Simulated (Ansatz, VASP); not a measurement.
Pt: VASP beside Ansatz

INCAR

```
PREC     = Accurate       # precision mode
ENCUT    = 520            # plane-wave cutoff, eV
EDIFF    = 1E-6           # SCF threshold, eV
ISMEAR   = -1             # smearing method
SIGMA    = 0.1            # smearing width, eV
LREAL    = False          # projectors in reciprocal space
LASPH    = True           # aspherical terms in the spheres
NELM     = 60             # most SCF steps
ALGO     = Normal         # electronic algorithm
ISIF     = 2              # what is computed and relaxed
LWAVE    = False          # write WAVECAR
LCHARG   = False          # write CHGCAR
GGA      = PS             # functional
NBANDS   = 11             # bands
```

File KPOINTS:

```
regular mesh
0
Gamma
  15 15 15
```

The input POSCAR:

```
Pt
1.0
    2.4798040697      0.0000000000      0.0000000000
    0.0000000000      2.4798040697      0.0000000000
    0.0000000000      0.0000000000      2.4798040697
Pt
1
Direct
    0.0000000000      0.0000000000      0.0000000000
```

Input for Ansatz:

```yaml
crystal:
  lattice:
    - [2.4798040697, 0.0, 0.0]
    - [0.0, 2.4798040697, 0.0]
    - [0.0, 0.0, 2.4798040697]
  atoms:
    - { symbol: Pt, position: [0.0, 0.0, 0.0] }
kpoints:
  mp_grid: { grid: [15, 15, 15] }
scf:
  occupations: { method: fermi_dirac, width: 0.1 }
hamiltonian:
  xc: pbesol
  pseudopotentials: { kind: all_electron, lapw: { basis_error: 0.001 } }
output:
  forces: true
  stress: true
  eigenvalues: true
  populations: true
```

Change from the starting cell: volume scaled by 0.88, LAPW.

Alike in both runs: task single point; functional PBEsol; k mesh 15 × 15 × 15; occupations fermi-dirac, width 0.1 eV; no spin polarisation.

|  | VASP | Ansatz |
| --- | --- | --- |
| version | VASP 6.6.1 | Ansatz 0.2.0 |
| potentials or method | VASP PAW PBE potentials, release 64 (Pt), cutoff 520 eV | all-electron LAPW, scalar-relativistic |

|  | VASP | Ansatz | Ansatz less VASP |
| --- | --- | --- | --- |
| pressure (GPa) | 38.3 | 38.8 | +0.52 |

VASP's potentials were made for PBE, not for PBEsol. Both programs put the cell under a high pressure, so it lies far from rest at this level. Ansatz ran all-electron here, and VASP with PAW potentials.

Neither program's run includes spin-orbit coupling.
